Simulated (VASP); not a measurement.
CdSi2Te4:

```
Cd Si Te
1.0
     0.00000    5.94232    0.00000
     5.94232    0.00000    0.00000
     2.97116    2.97116   -5.93801
Cd Si Te
1 2 4
Cartesian
  0.0000 0.0000 0.0000
  2.9712 2.9712 0.0000
  2.9712 5.9423 -2.9690
  4.5162 4.3973 -4.3941
  1.4262 4.3973 -1.5439
  7.3685 7.4873 -4.3941
  4.5162 1.5450 -1.5439
```

Base run:

| Item | Value |
| --- | --- |
| Program | VASP 6.6.1 |
| Functional | PBEsol |
| Potentials or basis | VASP PAW PBE potentials, release 64 (Cd, Si, Te) |
| Cutoff | 520 eV |
| k mesh | 4 × 4 × 4 |
| Occupations | fermi-dirac, width 0.1 eV |
| Spin | no spin polarisation |

Its results: band gap on the k mesh zero (bands 22 and 23 overlap by 0.99 eV); pressure 5.5 GPa; largest force 1.636 eV/Å.

**Question.** The run is repeated on the same cell with these changes: functional from PBEsol to PBE; occupations from fermi-dirac, width 0.1 eV to tetrahedron. What comes out?

**Answer.** Band gap on the k mesh zero (bands 22 and 23 overlap by 0.97 eV); pressure 7.9 GPa; largest force 1.794 eV/Å.

Caveats: the cell stands under pressure; spin-orbit coupling is left out, which moves the levels of the heavy elements; the PAW data sets were made with another functional, which shifts forces and pressure a little (at least some runs); forces of over 1 eV/Å act on the atoms, so gaps and moduli don't describe the material at rest (at least some runs); tetrahedron occupations give inexact forces and stress in metals (at least some runs).
